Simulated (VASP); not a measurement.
# Cr (Im-3m) in VASP: further runs, part 2 of 2

VASP 6.6.1.

## 4. Single point, r2SCAN, collinear spin, ferromagnetic start

Input file POSCAR:

```
Cr
1.0
   -1.4148813462      1.4148813462      1.4148813462
    1.4148813462     -1.4148813462      1.4148813462
    1.4148813462      1.4148813462     -1.4148813462
Cr
1
Direct
    0.0000000000      0.0000000000      0.0000000000
```

Input file INCAR.step1:

```
SYSTEM = Cr
  PREC = Accurate
  ENCUT = 520
  ISMEAR = -1
  SIGMA = 0.2
  LREAL = .False.
  LASPH = .True.
  NELM = 150
  ISPIN = 2
  MAGMOM = 1.5
  LMAXMIX = 4
  NBANDS = 16
  GGA = PE
  ALGO = Normal
  EDIFF = 1E-4
  LWAVE = .True.
  LCHARG = .False.
```

Input file INCAR.step2:

```
SYSTEM = Cr
  PREC = Accurate
  ENCUT = 520
  EDIFF = 1E-6
  ISMEAR = -1
  SIGMA = 0.2
  LREAL = .False.
  LASPH = .True.
  NELM = 150
  ALGO = Normal
  ISIF = 2
  LWAVE = .False.
  LCHARG = .False.
  ISPIN = 2
  MAGMOM = 1.5
  LORBIT = 11
  LMAXMIX = 4
  METAGGA = R2SCAN
  LMIXTAU = .True.
  NBANDS = 16
  ISTART = 1
```

Input file KPOINTS:

```
regular mesh
0
Gamma
  15 15 15
  0 0 0
```

Potentials or basis: VASP PAW PBE potentials, release 64 (Cr_pv).

The run is started by

```
cat potpaw_PBE.64/Cr_pv/POTCAR > POTCAR
cp INCAR.step1 INCAR
mpirun -np 1 vasp_std > vasp.out
cp INCAR.step2 INCAR
mpirun -np 1 vasp_std > vasp.out
```

OUTCAR:

```text
SYSTEM = Cr
   PREC = Accurate
   ENCUT = 520
   EDIFF = 1E-6
   ISMEAR = -1
   LREAL = .False.
   LASPH = .True.
   NELM = 150
   ISIF = 2
   ISPIN = 2
   LORBIT = 11
   METAGGA = R2SCAN
   ISTART = 1

 ion  position               nearest neighbor table
   1  0.000  0.000  0.000-

  LATTYP: Found a body centered cubic cell.
 ALAT       =     2.8297626924

  Lattice vectors:

 A1 = (  -1.4148813462,   1.4148813462,   1.4148813462)
 A2 = (   1.4148813462,  -1.4148813462,   1.4148813462)
 A3 = (   1.4148813462,   1.4148813462,  -1.4148813462)

[... 1119 lines left out ...]
  -------------------------------------------------------------------------------------
  Total        0.0755498      0.0755498      0.0755498      0.0000000      0.0000000      0.0000000
  in kB       10.6837585     10.6837585     10.6837585      0.0000000      0.0000000      0.0000000
  external PRESSURE =      10.6837585 kB  Pullay stress =       0.0000000 kB

 VOLUME and BASIS-vectors are now :
 -----------------------------------------------------------------------------
  energy-cutoff  :      520.00
  volume of cell :       11.33
      direct lattice vectors                 reciprocal lattice vectors
    -1.414881346  1.414881346  1.414881346     0.000000000  0.353386523  0.353386523
     1.414881346 -1.414881346  1.414881346     0.353386523  0.000000000  0.353386523
     1.414881346  1.414881346 -1.414881346     0.353386523  0.353386523  0.000000000

 POSITION                                       TOTAL-FORCE (eV/Angst)
 -----------------------------------------------------------------------------------
      0.00000      0.00000      0.00000         0.000000     -0.000000      0.000000
 -----------------------------------------------------------------------------------
    total drift:                                0.000000     -0.000000      0.000000

  FREE ENERGIE OF THE ION-ELECTRON SYSTEM (eV)
  ---------------------------------------------------
  free  energy   TOTEN  =       -14.8491302125 eV

  energy  without entropy=      -14.7520350301  energy(sigma->0) =      -14.80058262

 total charge

# of ion       s       p       d       tot
------------------------------------------
    1        0.692   6.434   4.196  11.322

 magnetization (x)

# of ion       s       p       d       tot
------------------------------------------
    1        0.000  -0.000   0.000   0.000
```

Wall time 1.7 min (1 thread of AMD EPYC 7R13 (Zen 3), shared host); peak memory 0.12 GiB.

Results:

| Property | Result |
| --- | --- |
| Free energy | -14.8491 eV |
| Pressure | 1.1 GPa |
| Band gap on the k mesh | zero (filled and empty bands overlap) |
| Net moment | 0.00 μB per cell |
| Valence electrons inside the program's atomic spheres | Cr 11.32 |

Levels at points of the mesh, in eV from the Fermi level:
Spin up:
```tsv
k point	band 3	band 4	band 5	band 6	band 7	band 8	band 9	band 10
(0.00, 0.00, 0.00)	-44.25	-8.45	-0.93	-0.93	-0.93	1.49	1.49	3.28
```
Spin down:
| k point | band 2 | band 3 | band 4 | band 5 | band 6 | band 7 | band 8 | band 9 | band 10 | band 11 |
| --- | --- | --- | --- | --- | --- | --- | --- | --- | --- | --- |
| (0.00, 0.00, 0.00) | -44.25 | -44.25 | -8.45 | -0.93 | -0.93 | -0.93 | 1.49 | 1.49 | 3.28 | 23.29 |

Caveat: the PAW data sets were made with another functional, which shifts forces and pressure a little.

## 5. Single point, r2SCAN, collinear spin, ferromagnetic start

POSCAR is that of step 4.

Input file INCAR.step1:

```
PREC = Accurate
ENCUT = 520
ISMEAR = -1
SIGMA = 0.3
LREAL = F
LASPH = T
NELM = 150
ISPIN = 2
MAGMOM = 1.5
LMAXMIX = 4
NBANDS = 16
GGA = PE
ALGO = Normal
EDIFF = 1E-4
LWAVE = T
LCHARG = F
```

Input file INCAR.step2:

```
PREC = Accurate
ENCUT = 520
EDIFF = 1E-7
ISMEAR = -1
SIGMA = 0.3
LREAL = F
LASPH = T
NELM = 150
ALGO = Normal
ISIF = 2
LWAVE = F
LCHARG = F
ISPIN = 2
MAGMOM = 1.5
LORBIT = 11
LMAXMIX = 4
METAGGA = R2SCAN
LMIXTAU = T
NBANDS = 16
ISTART = 1
```

Input file KPOINTS:

```
Automatic mesh
0
Gamma
  15 15 15
```

The run is started by

```
cat potpaw_PBE.64/Cr_pv/POTCAR > POTCAR
cp INCAR.step1 INCAR
mpirun -np 1 vasp_std > vasp.out
cp INCAR.step2 INCAR
mpirun -np 1 vasp_std > vasp.out
```

Run time: 2.2 min. Hardware: 1 thread of AMD EPYC 7R13 (Zen 3), shared host; peak memory 0.12 GiB.

Results (log left out):

* Free energy: -14.9147 eV
* Pressure: 2.4 GPa
* Band gap on the k mesh: zero (filled and empty bands overlap)
* Net moment: 0.00 μB per cell
* Valence electrons inside the program's atomic spheres: Cr 11.32

Levels at points of the mesh, in eV from the Fermi level:
Spin up:
```
           k point  band 3  band 4  band 5  band 6  band 7  band 8  band 9  band 10
(0.00, 0.00, 0.00)  -44.20   -8.43   -0.89   -0.89   -0.89    1.53    1.53     3.33
```
Spin down:
```tsv
k point	band 4	band 5	band 6	band 7	band 8	band 9
(0.00, 0.00, 0.00)	-8.43	-0.89	-0.89	-0.89	1.53	1.53
```

Caveat: so wide a smearing shifts energies and pressures; the PAW data sets were made with another functional, which shifts forces and pressure a little.
